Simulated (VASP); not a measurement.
Runs of VASP 6.6.1 on NbAl3Pb. The structure is that of space group Pm-3m (No. 221), or close to it. The cells are those of the table. 

| task | cell | k mesh | cutoff (eV) | gap on the mesh (eV) | pressure (GPa) |
| --- | --- | --- | --- | --- | --- |
| single point | a = 5.068 Å, angles 90.0, 90.0, 90.6°, 5 atoms | 4 × 4 × 4 | 520 | none | (a) |
| relaxation of cell and atoms | relaxed from a = 4.260, b = 4.260, c = 4.265 Å, angles 90.0, 90.0, 90.7°, 5 atoms | 4 × 4 × 4 | 600 | none | 0.0 |
| single point | a = 4.260, b = 4.260, c = 4.265 Å, angles 90.0, 90.0, 90.7°, 5 atoms | 4 × 4 × 4 | 520 | none | 67.8 |
| single point | a = 5.070 Å, angles 90.0, 90.0, 90.5°, 5 atoms | 8 × 8 × 8 | 520 | none | -0.1 |

Alike in all rows: level PBE; potentials or basis VASP PAW PBE potentials, release 64 (Al, Nb_sv, Pb_d); no spin polarisation; smearing gaussian 0.1 eV.

Fill in the values left out.

(a) 0.2.

Caveats: some runs use coarse meshes; spin-orbit coupling is left out, which moves the levels of the heavy elements.

A k mesh can miss the band edges, and the runs leave out spin-orbit coupling on Nb, Pb.

A gap of «none» marks levels without a gap at the run's occupations.
